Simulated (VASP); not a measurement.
Write the native input for VASP 6.6.1 that does the following.

- Task: single point
- Functional: PBE
- Dispersion: D3(BJ)
- Potentials or basis: VASP PAW PBE potentials, release 64 (Be)
- Cutoff: 520 eV
- k mesh: 7 × 4 × 5
- Occupations: fermi-dirac, width 0.15 eV
- Spin: no spin polarisation
- Dipole correction: no
- Further INCAR settings: ALGO = Normal; EDIFF = 1e-06; NBANDS = 12

The structure of Be lies in POSCAR:

```
Be
1.0
    2.1680000000      0.0000000000      0.0000000000
    0.0000000000      3.7550000000      0.0000000000
    0.0000000000      0.0000000000      3.4160000000
Be
4
Direct
    0.6344800000      0.8303600000      0.7214500000
    0.3639700000      0.1705400000      0.6803800000
    0.1096437269      0.6879900000      0.2827800000
    0.8273100000      0.3230700000      0.3029100000
```

One way to write it, as run:

INCAR

```
SYSTEM = Be
PREC = Accurate ; ENCUT = 520
EDIFF = 1E-6 ; ISMEAR = -1
SIGMA = 0.15 ; LREAL = .False.
LASPH = .True. ; NELM = 100
ALGO = Normal ; ISIF = 2
LWAVE = .False. ; LCHARG = .True.
GGA = PE ; IVDW = 12
LELF = .True. ; LVHAR = .True.
NBANDS = 12
```

KPOINTS

```
regular mesh
0
Gamma
  7 4 5
  0 0 0
```

Potentials or basis: VASP PAW PBE potentials, release 64 (Be).

Launch:

```sh
$ cat potpaw_PBE.64/Be/POTCAR > POTCAR
$ mpirun -np 1 vasp_std > vasp.out
```

Results of the run:

* Pressure: 61.0 GPa
* Largest force: 11.722 eV/Å
* Band gap on the k mesh: zero (bands 4 and 5 overlap by 0.88 eV)
* Dispersion energy per atom: -0.406 eV

Caveat: the k points lie up to 0.42 Å⁻¹ apart, too coarse for converged energies and pressures of a metal; three body term missing; forces of over 1 eV/Å act on the atoms, so gaps and moduli don't describe the material at rest.

Run time: 16 s on 1 thread of Intel Xeon 8259CL, on a shared host, peak memory 0.15 GiB.
